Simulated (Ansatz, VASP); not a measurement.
**One calculation of AlRu, two programs**

```
Al Ru
1.0
     2.84202    0.00000    0.00000
     0.00000    2.84202    0.00000
     0.00000    0.00000    3.06639
Al Ru
1 1
Direct
  0.00000 0.00000 0.00000
  0.50000 0.50000 0.50000
```

Change from the starting cell: strain -0.050 along x and y, +0.025 along z, atoms carried along.

Alike in both runs: task single point; functional PBEsol; k mesh 16 × 16 × 16; occupations gaussian, width 0.15 eV; no spin polarisation.

|  | VASP | Ansatz |
| --- | --- | --- |
| version | VASP 6.6.1 | Ansatz 0.2.0 |
| potentials or method | VASP PAW PBE potentials, release 64 (Al, Ru_pv), cutoff 520 eV | scalar-relativistic, plane waves, PAW |
| valence electrons in the cell | 17 | 19 |

VASP gave:

* gap on the k mesh at the Fermi level (eV): none
* pressure (GPa): 16.7
* traceless stress, the component that is largest in VASP (GPa): -9.95

What did Ansatz give for the same quantities?

gap on the k mesh at the Fermi level (eV): none; pressure (GPa): 16.4; traceless stress, the component that is largest in VASP (GPa): -9.92.

VASP's potentials were made for PBE, not for PBEsol. A gap of «none» marks a metal or a gap that the smearing closes. The functional is the same, so the differences come from potentials, cutoffs and numerics. VASP's potentials hold 17 valence electrons a cell and Ansatz's 19, so a difference there can come from the potentials and not from the codes.
